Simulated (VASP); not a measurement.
A run of VASP 6.6.1:

INCAR

```
ALGO     = Normal         # electronic algorithm
EDIFF    = 1E-6           # SCF threshold, eV
ENCUT    = 520            # plane-wave cutoff, eV
GGA      = PE             # functional
ISIF     = 2              # what is computed and relaxed
ISMEAR   = 0              # smearing method
LASPH    = T              # aspherical terms in the spheres
LCHARG   = F              # write CHGCAR
LREAL    = F              # projectors in reciprocal space
LWAVE    = F              # write WAVECAR
NBANDS   = 21             # bands
NELM     = 80             # most SCF steps
PREC     = Accurate       # precision mode
SIGMA    = 0.1            # smearing width, eV
```

KPOINTS

```
k-points
0
Gamma
  6 6 6
```

The input POSCAR:

```
Ge
1.0
    0.0000000000      2.8289100000      2.8289100000
    2.8289100000      0.0000000000      2.8289100000
    2.8289100000      2.8289100000      0.0000000000
Ge
2
Direct
    0.0000000000      0.0000000000      0.0000000000
    0.2500000000      0.2500000000      0.2500000000
```

Potentials or basis: VASP PAW PBE potentials, release 64 (Ge_d).

The run is started by

```sh
$ cat potpaw_PBE.64/Ge_d/POTCAR > POTCAR
$ mpirun -np 1 vasp_std > vasp.out
```

Hardware: 1 thread of AMD EPYC 7R43 64-Core Processor (Zen 3) (shared host).

Question: Estimate the wall time of this run.

Answer: Wall time 17 s on 1 thread of AMD EPYC 7R43 64-Core Processor (Zen 3), with other jobs on the host, peak memory 0.12 GiB. Counts: scf iterations 12, k points 16.
